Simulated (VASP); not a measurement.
A run of VASP 6.6.1 is set up as follows.

File POSCAR:

```
LiCl
1.0
    0.0000000000      2.7330425439      2.7330425439
    2.7330425439      0.0000000000      2.7330425439
    2.7330425439      2.7330425439      0.0000000000
Li Cl
1 1
Direct
    0.0000000000      0.0000000000      0.0000000000
    0.2500000000      0.2500000000      0.2500000000
```

File INCAR.step1:

```
SYSTEM = LiCl
PREC = Accurate
ENCUT = 520
EDIFF = 1E-5
ISMEAR = 0
SIGMA = 0.01
LREAL = .False.
LASPH = .True.
NELM = 80
ALGO = Normal
ISIF = 2
LWAVE = .True.
LCHARG = .False.
GGA = PE
NBANDS = 12
```

INCAR.step2

```
SYSTEM = LiCl
PREC = Accurate
ENCUT = 520
EDIFF = 1E-6
ISMEAR = 0
SIGMA = 0.01
LREAL = .False.
LASPH = .True.
NELM = 80
ALGO = Normal
ISIF = 2
LWAVE = .False.
LCHARG = .False.
GGA = PE
LHFCALC = .True.
HFSCREEN = 0.2079
PRECFOCK = Normal
ISTART = 1
NBANDS = 12
```

Contents of KPOINTS:

```
regular mesh
0
Gamma
  4 4 4
  0 0 0
```

Potentials or basis: VASP PAW PBE potentials, release 64 (Li_sv, Cl).

Launch:

```bash
$ cat potpaw_PBE.64/Li_sv/POTCAR potpaw_PBE.64/Cl/POTCAR > POTCAR
$ cp INCAR.step1 INCAR
$ mpirun -np 1 vasp_std > vasp.out
$ cp INCAR.step2 INCAR
$ mpirun -np 1 vasp_std > vasp.out
```

**Question.** Estimate the band gap on the k mesh.

**Answer.** 7.39 eV.

Caveat: the k points lie up to 0.50 Å⁻¹ apart; the structure was generated, so it needn't be the stable form of LiCl.
